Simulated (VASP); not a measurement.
# RbAl2W3 (P6/mmm) in VASP: single point with PBE

Aim: the single point of RbAl2W3 with PBE.

All numbers are computed with VASP 6.6.1; they aren't measurements. Logs are shortened: lines on timing, memory, paths and dates and some standing lists are left out, and cuts for length are marked.

## Step 1: The cell of the first run

The structure is hexagonal, space group P6/mmm (No. 191). Conventional cell: a = 5.140 Å, b = 5.140 Å, c = 9.095 Å, α = 90.00°, β = 90.00°, γ = 120.00°. Within 4.4 Å of Rb (site symmetry 6/mmm) lie 2 Al at 3.32 Å. Al (site symmetry 6mm) has 1 Al at 2.46 Å and 6 W at 2.85 Å and 1 Rb at 3.32 Å within 3.4 Å. W (site symmetry mmm) has 4 W at 2.57 Å and 4 Al at 2.85 Å within 3.4 Å.

The cell was generated, and may not be a known phase.

## Step 2: Single point, PBE

File INCAR:

```
SYSTEM = RbAl2W3
PREC     = Accurate       ! precision mode
ENCUT    = 520            ! plane-wave cutoff, eV
EDIFF    = 1E-6           ! SCF threshold, eV
ISMEAR   = 0              ! smearing method
SIGMA    = 0.1            ! smearing width, eV
LREAL    = .False.        ! projectors in reciprocal space
LASPH    = .True.         ! aspherical terms in the spheres
NELM     = 80             ! most SCF steps
ALGO     = Fast           ! electronic algorithm
ISIF     = 2              ! what is computed and relaxed
LWAVE    = .False.        ! write WAVECAR
LCHARG   = .False.        ! write CHGCAR
GGA      = PE             ! functional
NBANDS   = 38             ! bands
```

File KPOINTS:

```
Automatic mesh
0
Gamma
  12 12 4
  0 0 0
```

File POSCAR:

```
RbAl2W3
1.0
    5.1402426168      0.0000000000      0.0000000000
   -2.5701213084      4.4515806878      0.0000000000
    0.0000000000      0.0000000000      9.0947914442
Rb Al W
1 2 3
Direct
    0.0000000000      0.0000000000      0.5000000000
    0.0000000000      0.0000000000      0.1350262612
    0.0000000000      0.0000000000      0.8649737388
    0.5000000000      0.0000000000      0.0000000000
    0.0000000000      0.5000000000      0.0000000000
    0.5000000000      0.5000000000      0.0000000000
```

Potentials or basis: VASP PAW PBE potentials, release 64 (Rb_sv, Al, W_sv).

Launch:

```
$ cat potpaw_PBE.64/Rb_sv/POTCAR potpaw_PBE.64/Al/POTCAR potpaw_PBE.64/W_sv/POTCAR > POTCAR
$ mpirun -np 1 vasp_std > vasp.out
```

OUTCAR:

```text
SYSTEM = RbAl2W3
   PREC = Accurate
   ENCUT = 520
   EDIFF = 1E-6
   ISMEAR = 0
   LREAL = .False.
   LASPH = .True.
   NELM = 80
   ISIF = 2
   GGA = PE

 ion  position               nearest neighbor table
   1  0.000  0.000  0.500-   2 3.32   3 3.32
   2  0.000  0.000  0.135-   3 2.46   4 2.85   4 2.85   6 2.85   5 2.85   5 2.85   6 2.85   1 3.32

   3  0.000  0.000  0.865-   2 2.46   4 2.85   4 2.85   6 2.85   5 2.85   5 2.85   6 2.85   1 3.32

   4  0.500  0.000  0.000-   5 2.57   6 2.57   6 2.57   5 2.57   2 2.85   2 2.85   3 2.85   3 2.85

   5  0.000  0.500  0.000-   6 2.57   6 2.57   4 2.57   4 2.57   2 2.85   3 2.85   2 2.85   3 2.85

   6  0.500  0.500  0.000-   5 2.57   5 2.57   4 2.57   4 2.57   2 2.85   3 2.85   2 2.85   3 2.85

  LATTYP: Found a hexagonal cell.
 ALAT       =     5.1402426168
 C/A-ratio  =     1.7693311624

  Lattice vectors:

 A1 = (   5.1402426168,   0.0000000000,   0.0000000000)
 A2 = (  -2.5701213084,   4.4515806878,   0.0000000000)
 A3 = (   0.0000000000,   0.0000000000,   9.0947914442)

Analysis of symmetry for initial positions (statically):
=====================================================================
 Subroutine PRICEL returns:
 Original cell was already a primitive cell.

 Routine SETGRP: Setting up the symmetry group for a
 hexagonal supercell.

 Subroutine GETGRP returns: Found 24 space group operations
 (whereof 24 operations were pure point group operations)
 out of a pool of 24 trial point group operations.

The static configuration has the point symmetry D_6h.

Analysis of symmetry for dynamics (positions and initial velocities):
=====================================================================
 Subroutine PRICEL returns:
 Original cell was already a primitive cell.

 Routine SETGRP: Setting up the symmetry group for a
 hexagonal supercell.

 Subroutine GETGRP returns: Found 24 space group operations
 (whereof 24 operations were pure point group operations)
 out of a pool of 24 trial point group operations.

The dynamic configuration has the point symmetry D_6h.

 Subroutine INISYM returns: Found 24 space group operations
 (whereof 24 operations are pure point group operations),
 and found     1 'primitive' translations

----------------------------------------------------------------------------------------

                                     Primitive cell

  volume of cell :     208.1089

  direct lattice vectors                    reciprocal lattice vectors
     5.140242617  0.000000000  0.000000000     0.194543346  0.112319653  0.000000000
    -2.570121308  4.451580688  0.000000000     0.000000000  0.224639307  0.000000000
     0.000000000  0.000000000  9.094791444     0.000000000  0.000000000  0.109953044

  length of vectors
     5.140242617  5.140242617  9.094791444     0.224639307  0.224639307  0.109953044

  position of ions in fractional coordinates (direct lattice)
     0.000000000  0.000000000  0.500000000
     0.000000000  0.000000000  0.135026261
     0.000000000  0.000000000  0.864973739
     0.500000000  0.000000000  0.000000000
     0.000000000  0.500000000  0.000000000
     0.500000000  0.500000000  0.000000000

  ion indices of the primitive-cell ions
   primitive index   ion index
                 1           1
                 2           2
                 3           3
                 4           4
                 5           5
                 6           6

----------------------------------------------------------------------------------------

 KPOINTS: Automatic mesh

Automatic generation of k-mesh.
 Grid dimensions read from file:
 generate k-points for:   12   12    4

 Generating k-lattice:

  Cartesian coordinates                     Fractional coordinates (reciprocal lattice)
     0.016211946  0.009359971  0.000000000     0.083333333  0.000000000  0.000000000
     0.000000000  0.018719942  0.000000000     0.000000000  0.083333333  0.000000000
     0.000000000  0.000000000  0.027488261     0.000000000  0.000000000  0.250000000

  Length of vectors
     0.018719942  0.018719942  0.027488261

  Shift w.r.t. Gamma in fractional coordinates (k-lattice)
     0.000000000  0.000000000  0.000000000

 Subroutine IBZKPT returns following result:
 ===========================================

 Found     57 irreducible k-points:

 Following reciprocal coordinates:
            Coordinates               Weight
  0.000000  0.000000  0.000000      1.000000
  0.083333  0.000000  0.000000      6.000000
  0.166667  0.000000  0.000000      6.000000
  0.250000  0.000000  0.000000      6.000000
  0.333333  0.000000  0.000000      6.000000
  0.416667  0.000000  0.000000      6.000000
[... 16 lines left out ...]
  0.250000  0.000000  0.250000     12.000000
  0.333333  0.000000  0.250000     12.000000
 [... further k-points ...]
   k-points           NKPTS =     57   k-points in BZ     NKDIM =     57   number of bands    NBANDS=     38
   number of dos      NEDOS =    301   number of ions     NIONS =      6
   total plane-waves  NPLWV = 112000
   dimension x,y,z NGX =    40 NGY =   40 NGZ =   70
   dimension x,y,z NGXF=    80 NGYF=   80 NGZF=  140
   ions per type =               1   2   3
   NGX,Y,Z   is equivalent  to a cutoff of  12.94, 12.94, 12.80 a.u.
   NGXF,Y,Z  is equivalent  to a cutoff of  25.87, 25.87, 25.59 a.u.
 SYSTEM =  RbAl2W3
   PREC   = accura    normal or accurate (medium, high low for compatibility)
   ISTART =      0    job   : 0-new  1-cont  2-samecut
   ICHARG =      2    charge: 1-file 2-atom 10-const
   ISPIN  =      1    spin polarized calculation?
   LNONCOLLINEAR =      F non collinear calculations
   LSORBIT =      F    spin-orbit coupling
   LASPH  =      T    aspherical Exc in radial PAW
   ENCUT  =  520.0 eV  38.22 Ry    6.18 a.u.   9.56  9.56 16.91*2*pi/ulx,y,z
   NELM   =     80;   NELMIN=  2; NELMDL= -5     # of ELM steps
   EDIFF  = 0.1E-05   stopping-criterion for ELM
   LREAL  =      F    real-space projection
   EDIFFG = 0.1E-04   stopping-criterion for IOM
   NSW    =      0    number of steps for IOM
   IBRION =     -1    ionic relax: 0-MD 1-quasi-New 2-CG
   NFREE  =      0    steps in history (QN), initial steepest desc. (CG)
   ISIF   =      2    stress and relaxation
   ISYM   =      2    0-nonsym 1-usesym 2-fastsym
   POTIM  = 0.5000    time-step for ionic-motion
   TEBEG  =    0.0;   TEEND  =   0.0 temperature during run
   PSTRESS=    0.0 pullay stress
   NELECT =      57.0000    total number of electrons
   NUPDOWN=      -1.0000    fix difference up-down
   EMIN   =  10.00;   EMAX   =-10.00  energy-range for DOS
   EFERMI =   0.00;   METHOD = LEGACY
   ISMEAR =     0;   SIGMA  =   0.10  broadening in eV -4-tet -1-fermi 0-gaus
   EFERMI_NEDOS =   21; number of points for ismear=-14 and -15
   IALGO  =     68    algorithm
   IMIX   =      4    mixing-type and parameters
     AMIX     =   0.40;   BMIX     =  1.00
     AMIX_MAG =   1.60;   BMIX_MAG =  1.00
  volume/ion in A,a.u.               =      34.68       234.06
  Fermi-wavevector in a.u.,A,eV,Ry     =   1.063170  2.009101 15.379093  1.130331
  Thomas-Fermi vector in A             =   2.198646
   LORBIT       =      0    0 simple, 1 ext, 2 COOP (PROOUT), +10 PAW based schemes
   GGA     = PE    functional components
   LHFCALC =     F    Hartree Fock is set to
   AEXX    =    0.0000 exact exchange contribution
   IVDW    =     0    specifies the selected vdW correction
   LEPSILON=     F    determine dielectric tensor
   LRPA    =     F    only Hartree local field effects (RPA)
 non-spin polarized calculation
 RMM-DIIS sequential band-by-band and
 Gauss-broadening in eV      SIGMA  =   0.10
  energy-cutoff  :      520.00
  volume of cell :      208.11
 maximum number of plane-waves:      5697
 NGX is ok and might be reduce to    40
   NGX = 19   NGY = 19   NGZ = 33

 number of electron      57.0000013 magnetization

 Free energy of the ion-electron system (eV)
  ---------------------------------------------------
  ext. energy  EPLUGINS =         0.00000000
  ---------------------------------------------------
  free energy    TOTEN  =       -41.55301398 eV

  energy without entropy =      -41.53382515  energy(sigma->0) =      -41.54341957

 E-fermi :   3.1813     XC(G=0):  -7.8281

 val. band max:        3.1809598990   @ k =   0.0833   0.0000   0.2500
 cond. band min:       3.1851516142   @ k =   0.1667   0.0000   0.0000
 fundamental gap:      0.0041917151
 Fermi energy:         3.1812990910

 k-point     1 :       0.0000    0.0000    0.0000
  band No.  band energies     occupation
      1     -70.8625      2.00000
      2     -70.6722      2.00000
      3     -70.6722      2.00000
      4     -36.1245      2.00000
      5     -35.4161      2.00000
      6     -35.4161      2.00000
[... 30 lines left out ...]
     37       6.6662      0.00000
     38       7.8367      0.00000

 k-point     2 :       0.0833    0.0000    0.0000
  band No.  band energies     occupation
      1     -70.8596      2.00000
      2     -70.6751      2.00000
      3     -70.6722      2.00000
      4     -36.1005      2.00000
      5     -35.4126      2.00000
      6     -35.3988      2.00000
[... 30 lines left out ...]
     37       6.4989      0.00000
     38       6.5050      0.00000

 k-point     3 :       0.1667    0.0000    0.0000
  band No.  band energies     occupation
      1     -70.8514      2.00000
      2     -70.6835      2.00000
      3     -70.6722      2.00000
      4     -36.0317      2.00000
      5     -35.4003      2.00000
      6     -35.3480      2.00000
[... 30 lines left out ...]
     37       6.1759      0.00000
[... 781 lines left out ...]
 k-point    23 :       0.2500    0.0000    0.2500
  band No.  band energies     occupation
      1     -70.8385      2.00000
      2     -70.6967      2.00000
      3     -70.6722      2.00000
      4     -35.9304      2.00000
      5     -35.3721      2.00000
      6     -35.2668      2.00000
[... 30 lines left out ...]
     37       6.1863      0.00000
     38       6.4464      0.00000

 k-point    24 :       0.3333    0.0000    0.2500
  band No.  band energies     occupation
      1     -70.8226      2.00000
      2     -70.7128      2.00000
      3     -70.6722      2.00000
      4     -35.8217      2.00000
      5     -35.3117      2.00000
      6     -35.2023      2.00000
[... 30 lines left out ...]
     37       6.2848      0.00000
     38       6.4700      0.00000

 [... further k-points ...]

------------------------ aborting loop because EDIFF is reached ----------------------------------------

  FORCE on cell =-STRESS in cart. coord.  units (eV):
  Direction    XX          YY          ZZ          XY          YZ          ZX
  --------------------------------------------------------------------------------------
  -------------------------------------------------------------------------------------
  Total        0.2999932      0.2999932      0.0361012     -0.0000000     -0.0000000      0.0000000
  in kB        2.3095711      2.3095711      0.2779342     -0.0000000     -0.0000000      0.0000000
  external PRESSURE =       1.6323588 kB  Pullay stress =       0.0000000 kB

 VOLUME and BASIS-vectors are now :
 -----------------------------------------------------------------------------
  energy-cutoff  :      520.00
  volume of cell :      208.11
      direct lattice vectors                 reciprocal lattice vectors
     5.140242617  0.000000000  0.000000000     0.194543346  0.112319653  0.000000000
    -2.570121308  4.451580688  0.000000000     0.000000000  0.224639307  0.000000000
     0.000000000  0.000000000  9.094791444     0.000000000  0.000000000  0.109953044

 POSITION                                       TOTAL-FORCE (eV/Angst)
 -----------------------------------------------------------------------------------
      0.00000      0.00000      4.54740        -0.000000      0.000000      0.000000
      0.00000      0.00000      1.22804        -0.000000     -0.000000     -0.001584
      0.00000      0.00000      7.86676         0.000000      0.000000      0.001584
      2.57012      0.00000      0.00000        -0.000000      0.000000      0.000000
     -1.28506      2.22579      0.00000        -0.000000      0.000000      0.000000
      1.28506      2.22579      0.00000        -0.000000      0.000000      0.000000
 -----------------------------------------------------------------------------------
    total drift:                               -0.000000      0.000000     -0.000000

  FREE ENERGIE OF THE ION-ELECTRON SYSTEM (eV)
  ---------------------------------------------------
  free  energy   TOTEN  =       -41.5530139817 eV

  energy  without entropy=      -41.5338251527  energy(sigma->0) =      -41.54341957
```

Wall time 26 min (1 thread of AMD EPYC 7R43 (Zen 3), shared host); peak memory 0.56 GiB.

What came out:

- Free energy: -41.5530 eV
- Pressure: 0.2 GPa
- Band gap on the k mesh: zero (an odd number of electrons rules out a gap without spin polarisation)

Stress tensor (GPa, compression positive):
```
0.23 0.00 0.00
0.00 0.23 0.00
0.00 0.00 0.03
```

Levels at points of the mesh, in eV from the Fermi level:
```tsv
k point	band 25	band 26	band 27	band 28	band 29	band 30	band 31	band 32
(0.00, 0.00, 0.00)	-2.77	-0.41	-0.41	-0.23	0.59	0.59	0.95	2.39
(0.50, 0.00, 0.00)	-1.80	-1.70	-1.02	-0.87	-0.63	0.15	0.26	0.51
(0.00, 0.00, 0.50)	-2.76	-0.44	-0.44	0.06	0.61	0.61	1.10	2.39
(0.50, 0.00, 0.50)	-1.68	-1.60	-0.87	-0.80	-0.63	0.08	0.15	0.48
```

Caveat: spin-orbit coupling is left out, which moves the levels of the heavy elements.
